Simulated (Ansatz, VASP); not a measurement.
## One calculation of W, two programs

INCAR

```
SYSTEM = W
PREC = Accurate
ENCUT = 500
EDIFF = 1E-7
ISMEAR = 0
SIGMA = 0.1
LREAL = .False.
LASPH = .True.
NELM = 120
ALGO = Normal
ISIF = 3
LWAVE = .False.
LCHARG = .False.
GGA = PS
IBRION = 2
NSW = 100
EDIFFG = -0.05
GGA_COMPAT = .False.
NELMIN = 4
```

File KPOINTS:

```
regular mesh
0
Gamma
  8 8 8
  0 0 0
```

The input POSCAR:

```
W
1.0
    0.0000000000      2.0300000000      2.0300000000
    2.0300000000      0.0000000000      2.0300000000
    2.0300000000      2.0300000000      0.0000000000
W
1
Direct
    0.0000000000      0.0000000000      0.0000000000
```

Input for Ansatz:

```yaml
crystal:
  lattice:
    - [0.0, 2.03, 2.03]
    - [2.03, 0.0, 2.03]
    - [2.03, 2.03, 0.0]
  atoms:
    - { symbol: W, position: [0.0, 0.0, 0.0] }
basis:
  ecutwfc: 420
kpoints:
  mp_grid: { grid: [8, 8, 8] }
hamiltonian:
  xc: pbesol
  pseudopotentials: { kind: paw, azcp: { folder: soft_1 } }
scf:
  occupations: { method: gaussian, width: 0.1 }
output:
  forces: true
  stress: true
  eigenvalues: true
relax:
  adjacent_minimum: "off"
  f_tol: 0.05
  max_steps: 80
  cell: { stress_tol: 0.5 }
```

Alike in both runs: task relaxation of cell and atoms; functional PBEsol; k mesh 8 × 8 × 8; occupations gaussian, width 0.1 eV; no spin polarisation.

|  | VASP | Ansatz |
| --- | --- | --- |
| version | VASP 6.6.1 | Ansatz 0.2.0 |
| potentials or method | VASP PAW PBE potentials, release 64 (W_sv), cutoff 500 eV | scalar-relativistic, plane waves, PAW |
| valence electrons in the cell | 14 | 14 |

```tsv
	VASP	Ansatz	Ansatz less VASP
gap on the k mesh at the Fermi level, each at its own relaxed structure (eV)	none	none	-
relaxed volume (Å³/atom)	16.05	16.01	-0.040
relaxed cell length with the largest relative difference (Å)	2.831	2.829	-0.0024
```

VASP's potentials were made for PBE, not for PBEsol, and Ansatz warns of the same on its side. A gap of «none» marks a metal or a gap that the smearing closes.

Spin-orbit coupling is off throughout.
